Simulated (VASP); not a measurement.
Here is a VASP 6.6.1 calculation.

INCAR

```
PREC = Accurate
ENCUT = 520
EDIFF = 1E-6
ISMEAR = 0
SIGMA = 0.1
LREAL = F
LASPH = T
NELM = 80
ALGO = Normal
ISIF = 2
LWAVE = F
LCHARG = F
GGA = PE
NBANDS = 41
```

KPOINTS

```
Automatic mesh
0
Gamma
  4 4 4
```

Contents of POSCAR:

```
Ge3PdRu
1.0
    4.7344801850      0.0000000000      0.0000000000
    0.0000000000      4.7344801850      0.0000000000
    0.0000000000      0.0000000000      4.7344801850
Ge Ru Pd
3 1 1
Direct
    0.0000000000      0.5000000000      0.5000000000
    0.5000000000      0.0000000000      0.5000000000
    0.5000000000      0.5000000000      0.0000000000
    0.0000000000      0.0000000000      0.0000000000
    0.5000000000      0.5000000000      0.5000000000
```

Potentials or basis: VASP PAW PBE potentials, release 64 (Ge_d, Ru_pv, Pd).

Command:

```console
$ cat potpaw_PBE.64/Ge_d/POTCAR potpaw_PBE.64/Ru_pv/POTCAR potpaw_PBE.64/Pd/POTCAR > POTCAR
$ mpirun -np 1 vasp_std > vasp.out
```

(1) Estimate the pressure.

(2) What does it give for the band gap on the k mesh?

## Answers

(1) 0.3 GPa.

(2) zero (band 33 reaches 6.03 eV, above the bottom of band 34 at 5.71 eV).
